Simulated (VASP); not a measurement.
Runs of VASP 6.6.1 on ZnF2. The structure is that of space group P4_2/mnm (No. 136), or close to it. The cells are those of the table. 

```tsv
cell	gap on the mesh (eV)	pressure (GPa)	largest force (eV/Å)
a = 4.705, b = 4.705, c = 3.134 Å, 6 atoms	3.32	0.8	0.06
a = 4.609, b = 4.609, c = 3.070 Å, 6 atoms	(b)	9.5	0.03
a = 4.767, b = 4.767, c = 3.175 Å, 6 atoms	(a)	-3.6	0.11
a = 4.736, b = 4.736, c = 3.155 Å, 6 atoms	3.29	-1.6	0.09
a = 4.641, b = 4.641, c = 3.091 Å, 6 atoms	3.39	6.3	-
```

Alike in all rows: task single point; level PBEsol; potentials or basis VASP PAW PBE potentials, release 64 (Zn, F); no spin polarisation; k mesh 6 × 6 × 9; cutoff (eV) 600; smearing fermi-dirac 0.05 eV.

Question: Estimate the missing entries.

Answer: (a) 3.26; (b) 3.43.

Caveats: the PAW data sets were made with another functional, which shifts forces and pressure a little; an odd mesh through Γ misses points on the zone boundary, where band edges can lie; the cell stands under pressure (at least some runs); the cell stands under tension (at least some runs).
